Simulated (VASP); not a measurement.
# HfSiF (P-6m2) in VASP: notebook

HfSiF is run at these levels: PBE; tasks: single point, relaxation of cell and atoms.

Program: VASP 6.6.1. These are calculated values, not measurements. Logs are shortened: lines on timing, memory, paths and dates and some standing lists are left out, and cuts for length are marked.

**1. The cell of the first run**

It takes space group P-6m2 (No. 187, hexagonal). The conventional cell has a = 4.439 Å, b = 4.439 Å, c = 2.701 Å, α = 90.00°, β = 90.00°, γ = 120.00°. Hf (site symmetry -6m2) has 2 Hf at 2.70 Å and 6 Si at 2.90 Å and 6 F at 2.90 Å within 3.6 Å. Within 3.4 Å of Si (site symmetry -6m2) lie 3 F at 2.56 Å and 2 Si at 2.70 Å and 6 Hf at 2.90 Å. Within 3.4 Å of F (site symmetry -6m2) lie 3 Si at 2.56 Å and 2 F at 2.70 Å and 6 Hf at 2.90 Å.

**2. Single point, PBE**

INCAR reads:

```
ALGO = Normal
EDIFF = 1E-6
ENCUT = 520
GGA = PE
ISIF = 2
ISMEAR = 0
LASPH = T
LCHARG = F
LREAL = F
LWAVE = F
NBANDS = 18
NELM = 100
PREC = Accurate
SIGMA = 0.1
```

KPOINTS reads:

```
k-points
0
Gamma
  12 12 12
```

POSCAR reads:

```
HfSiF
1.0
    4.4389311945     -0.0000000034      0.0000000000
   -2.2194655943      3.8442271818      0.0000000000
    0.0000000000      0.0000000000      2.7007746465
Hf Si F
1 1 1
Direct
    0.0000000000      0.0000000000      0.0000000000
    0.6666666667      0.3333333333      0.5000000000
    0.3333333333      0.6666666667      0.5000000000
```

Potentials or basis: VASP PAW PBE potentials, release 64 (Hf_pv, Si, F).

The run is started by

```bash
> cat potpaw_PBE.64/Hf_pv/POTCAR potpaw_PBE.64/Si/POTCAR potpaw_PBE.64/F/POTCAR > POTCAR
> mpirun -np 1 vasp_std > vasp.out
```

OUTCAR:

```text
EDIFF = 1E-6
   ENCUT = 520
   GGA = PE
   ISIF = 2
   ISMEAR = 0
   LASPH = T
   LREAL = F
   NELM = 100
   PREC = Accurate

 ion  position               nearest neighbor table
   1  0.000  0.000  0.000-   2 2.90   2 2.90   2 2.90   2 2.90   2 2.90   2 2.90
   2  0.667  0.333  0.500-   1 2.90   1 2.90   1 2.90   1 2.90   1 2.90   1 2.90
   3  0.333  0.667  0.500-

  LATTYP: Found a hexagonal cell.
 ALAT       =     4.4389311945
 C/A-ratio  =     0.6084290403

  Lattice vectors:

 A1 = (   4.4389311945,  -0.0000000034,   0.0000000000)
 A2 = (  -2.2194655943,   3.8442271818,   0.0000000000)
 A3 = (   0.0000000000,   0.0000000000,   2.7007746465)

Analysis of symmetry for initial positions (statically):
=====================================================================
 Subroutine PRICEL returns:
 Original cell was already a primitive cell.

 Routine SETGRP: Setting up the symmetry group for a
 hexagonal supercell.

 Subroutine GETGRP returns: Found 12 space group operations
 (whereof 12 operations were pure point group operations)
 out of a pool of 24 trial point group operations.

The static configuration has the point symmetry D_3h.

Analysis of symmetry for dynamics (positions and initial velocities):
=====================================================================
 Subroutine PRICEL returns:
 Original cell was already a primitive cell.

 Routine SETGRP: Setting up the symmetry group for a
 hexagonal supercell.

 Subroutine GETGRP returns: Found 12 space group operations
 (whereof 12 operations were pure point group operations)
 out of a pool of 24 trial point group operations.

The dynamic configuration has the point symmetry D_3h.

 Subroutine INISYM returns: Found 12 space group operations
 (whereof 12 operations are pure point group operations),
 and found     1 'primitive' translations

----------------------------------------------------------------------------------------

                                     Primitive cell

  volume of cell :      46.0867

  direct lattice vectors                    reciprocal lattice vectors
     4.438931195 -0.000000003  0.000000000     0.225279455  0.130065154  0.000000000
    -2.219465594  3.844227182  0.000000000     0.000000000  0.260130308  0.000000000
     0.000000000  0.000000000  2.700774647     0.000000000  0.000000000  0.370264139

  length of vectors
     4.438931195  4.438931195  2.700774647     0.260130308  0.260130308  0.370264139

  position of ions in fractional coordinates (direct lattice)
     0.000000000  0.000000000  0.000000000
     0.666666667  0.333333333  0.500000000
     0.333333333  0.666666667  0.500000000

  ion indices of the primitive-cell ions
   primitive index   ion index
                 1           1
                 2           2
                 3           3

----------------------------------------------------------------------------------------

 KPOINTS: k-points

Automatic generation of k-mesh.
 Grid dimensions read from file:
 generate k-points for:   12   12   12

 Generating k-lattice:

  Cartesian coordinates                     Fractional coordinates (reciprocal lattice)
     0.018773288  0.010838763  0.000000000     0.083333333  0.000000000  0.000000000
     0.000000000  0.021677526  0.000000000     0.000000000  0.083333333  0.000000000
     0.000000000  0.000000000  0.030855345     0.000000000  0.000000000  0.083333333

  Length of vectors
     0.021677526  0.021677526  0.030855345

  Shift w.r.t. Gamma in fractional coordinates (k-lattice)
     0.000000000  0.000000000  0.000000000

 Subroutine IBZKPT returns following result:
 ===========================================

 Found    133 irreducible k-points:

 Following reciprocal coordinates:
            Coordinates               Weight
  0.000000  0.000000  0.000000      1.000000
  0.083333  0.000000  0.000000      6.000000
  0.166667  0.000000  0.000000      6.000000
  0.250000  0.000000  0.000000      6.000000
  0.333333  0.000000  0.000000      6.000000
  0.416667  0.000000  0.000000      6.000000
[... 16 lines left out ...]
  0.250000  0.000000  0.083333     12.000000
  0.333333  0.000000  0.083333     12.000000
 [... further k-points ...]
   k-points           NKPTS =    133   k-points in BZ     NKDIM =    133   number of bands    NBANDS=     18
   number of dos      NEDOS =    301   number of ions     NIONS =      3
   total plane-waves  NPLWV =  25920
   dimension x,y,z NGX =    36 NGY =   36 NGZ =   20
   dimension x,y,z NGXF=    72 NGYF=   72 NGZF=   40
   ions per type =               1   1   1
   NGX,Y,Z   is equivalent  to a cutoff of  13.48, 13.48, 12.31 a.u.
   NGXF,Y,Z  is equivalent  to a cutoff of  26.97, 26.97, 24.62 a.u.
 SYSTEM =  unknown system
   PREC   = accura    normal or accurate (medium, high low for compatibility)
   ISTART =      0    job   : 0-new  1-cont  2-samecut
   ICHARG =      2    charge: 1-file 2-atom 10-const
   ISPIN  =      1    spin polarized calculation?
   LNONCOLLINEAR =      F non collinear calculations
   LSORBIT =      F    spin-orbit coupling
   LASPH  =      T    aspherical Exc in radial PAW
   ENCUT  =  520.0 eV  38.22 Ry    6.18 a.u.   8.25  8.25  5.02*2*pi/ulx,y,z
   NELM   =    100;   NELMIN=  2; NELMDL= -5     # of ELM steps
   EDIFF  = 0.1E-05   stopping-criterion for ELM
   LREAL  =      F    real-space projection
   EDIFFG = 0.1E-04   stopping-criterion for IOM
   NSW    =      0    number of steps for IOM
   IBRION =     -1    ionic relax: 0-MD 1-quasi-New 2-CG
   NFREE  =      0    steps in history (QN), initial steepest desc. (CG)
   ISIF   =      2    stress and relaxation
   ISYM   =      2    0-nonsym 1-usesym 2-fastsym
   POTIM  = 0.5000    time-step for ionic-motion
   TEBEG  =    0.0;   TEEND  =   0.0 temperature during run
   PSTRESS=    0.0 pullay stress
   NELECT =      21.0000    total number of electrons
   NUPDOWN=      -1.0000    fix difference up-down
   EMIN   =  10.00;   EMAX   =-10.00  energy-range for DOS
   EFERMI =   0.00;   METHOD = LEGACY
   ISMEAR =     0;   SIGMA  =   0.10  broadening in eV -4-tet -1-fermi 0-gaus
   EFERMI_NEDOS =   21; number of points for ismear=-14 and -15
   IALGO  =     38    algorithm
   IMIX   =      4    mixing-type and parameters
     AMIX     =   0.40;   BMIX     =  1.00
     AMIX_MAG =   1.60;   BMIX_MAG =  1.00
  volume/ion in A,a.u.               =      15.36       103.67
  Fermi-wavevector in a.u.,A,eV,Ry     =   1.259764  2.380610 21.592532  1.587006
  Thomas-Fermi vector in A             =   2.393308
   LORBIT       =      0    0 simple, 1 ext, 2 COOP (PROOUT), +10 PAW based schemes
   GGA     = PE    functional components
   LHFCALC =     F    Hartree Fock is set to
   AEXX    =    0.0000 exact exchange contribution
   IVDW    =     0    specifies the selected vdW correction
   LEPSILON=     F    determine dielectric tensor
   LRPA    =     F    only Hartree local field effects (RPA)
 non-spin polarized calculation
 Gauss-broadening in eV      SIGMA  =   0.10
  energy-cutoff  :      520.00
  volume of cell :       46.09
 maximum number of plane-waves:      1266
 NGX is ok and might be reduce to    36
   NGX = 17   NGY = 17   NGZ = 11

 number of electron      21.0000002 magnetization

 Free energy of the ion-electron system (eV)
  ---------------------------------------------------
  ext. energy  EPLUGINS =         0.00000000
  ---------------------------------------------------
  free energy    TOTEN  =       -19.41132802 eV

  energy without entropy =      -19.40278731  energy(sigma->0) =      -19.40705767

 E-fermi :   5.6454     XC(G=0): -11.0019

 val. band max:        5.6389800574   @ k =   0.3333   0.1667   0.3333
 cond. band min:       5.6476203068   @ k =   0.3333   0.3333   0.3333
 fundamental gap:      0.0086402494
 Fermi energy:         5.6453570699

 k-point     1 :       0.0000    0.0000    0.0000
  band No.  band energies     occupation
      1     -25.3581      2.00000
      2     -25.3581      2.00000
      3     -24.3251      2.00000
      4     -17.6935      2.00000
      5      -3.6962      2.00000
      6      -0.3088      2.00000
[... 10 lines left out ...]
     17      13.9940      0.00000
     18      14.7678      0.00000

 k-point     2 :       0.0833    0.0000    0.0000
  band No.  band energies     occupation
      1     -25.3601      2.00000
      2     -25.3585      2.00000
      3     -24.3250      2.00000
      4     -17.6900      2.00000
      5      -3.7172      2.00000
      6      -0.3007      2.00000
[... 10 lines left out ...]
     17      14.0817      0.00000
     18      14.7609      0.00000

 k-point     3 :       0.1667    0.0000    0.0000
  band No.  band energies     occupation
      1     -25.3654      2.00000
      2     -25.3595      2.00000
      3     -24.3249      2.00000
      4     -17.6799      2.00000
      5      -3.7602      2.00000
      6      -0.2785      2.00000
[... 10 lines left out ...]
     17      14.3190      0.00000
     18      14.7544      0.00000

 k-point     4 :       0.2500    0.0000    0.0000
  band No.  band energies     occupation
      1     -25.3727      2.00000
      2     -25.3609      2.00000
      3     -24.3246      2.00000
      4     -17.6666      2.00000
      5      -3.7892      2.00000
      6      -0.2485      2.00000
[... 375 lines left out ...]
      4     -17.6575      2.00000
      5      -3.6208      2.00000
      6      -0.2294      2.00000
[... 10 lines left out ...]
     17      12.9471      0.00000
     18      14.9471      0.00000

 k-point    23 :       0.2500    0.0000    0.0833
  band No.  band energies     occupation
      1     -25.3586      2.00000
      2     -25.3472      2.00000
      3     -24.4481      2.00000
      4     -17.6453      2.00000
      5      -3.6536      2.00000
      6      -0.2080      2.00000
[... 10 lines left out ...]
     17      13.3215      0.00000
     18      15.0347      0.00000

 k-point    24 :       0.3333    0.0000    0.0833
  band No.  band energies     occupation
      1     -25.3656      2.00000
      2     -25.3485      2.00000
      3     -24.4477      2.00000
      4     -17.6331      2.00000
      5      -3.6574      2.00000
      6      -0.1870      2.00000
[... 10 lines left out ...]
     17      13.6770      0.00000
     18      15.0747      0.00000

 [... further k-points ...]

------------------------ aborting loop because EDIFF is reached ----------------------------------------

  FORCE on cell =-STRESS in cart. coord.  units (eV):
  Direction    XX          YY          ZZ          XY          YZ          ZX
  --------------------------------------------------------------------------------------
  -------------------------------------------------------------------------------------
  Total       -0.1574535     -0.1574535     -0.2258969     -0.0000000      0.0000000      0.0000000
  in kB       -5.4737782     -5.4737782     -7.8531711     -0.0000000      0.0000000      0.0000000
  external PRESSURE =      -6.2669092 kB  Pullay stress =       0.0000000 kB

 VOLUME and BASIS-vectors are now :
 -----------------------------------------------------------------------------
  energy-cutoff  :      520.00
  volume of cell :       46.09
      direct lattice vectors                 reciprocal lattice vectors
     4.438931195 -0.000000003  0.000000000     0.225279455  0.130065154  0.000000000
    -2.219465594  3.844227182  0.000000000     0.000000000  0.260130308  0.000000000
     0.000000000  0.000000000  2.700774647     0.000000000  0.000000000  0.370264139

 POSITION                                       TOTAL-FORCE (eV/Angst)
 -----------------------------------------------------------------------------------
      0.00000      0.00000      0.00000        -0.000000      0.000000      0.000000
      2.21947      1.28141      1.35039        -0.000000     -0.000000      0.000000
      0.00000      2.56282      1.35039         0.000000      0.000000      0.000000
 -----------------------------------------------------------------------------------
    total drift:                                0.000000     -0.000000     -0.000000

  FREE ENERGIE OF THE ION-ELECTRON SYSTEM (eV)
  ---------------------------------------------------
  free  energy   TOTEN  =       -19.4113280191 eV

  energy  without entropy=      -19.4027873134  energy(sigma->0) =      -19.40705767
```

Run time: 57 s. Hardware: 1 thread of Intel Xeon Platinum 8375C at 2.90GHz (Ice Lake), shared host; peak memory 0.25 GiB.

Results:

* Free energy: -19.4113 eV
* Pressure: -0.6 GPa

Levels at points of the mesh, in eV from the Fermi level:
```
           k point  band 7  band 8  band 9  band 10  band 11  band 12  band 13  band 14  band 15  band 16
(0.00, 0.00, 0.00)   -5.95   -3.50   -2.24    -1.42    -1.42     4.35     4.77     4.77     5.35     5.35
(0.50, 0.00, 0.00)   -5.42   -3.52   -2.84    -0.91    -0.88     1.72     3.80     4.73     5.23     7.09
(0.00, 0.00, 0.50)   -5.11   -4.38   -3.16    -1.64    -1.64     1.09     1.09     5.43     5.43     6.64
(0.50, 0.00, 0.50)   -5.59   -3.87   -3.33    -0.79     0.53     1.78     2.57     3.58     3.97     5.72
```

Caveat: spin-orbit coupling is left out, which moves the levels of the heavy elements; an odd number of electrons without spin polarisation forces a metal; a magnetic or distorted state may lie lower.

[end of part 1 of 2]
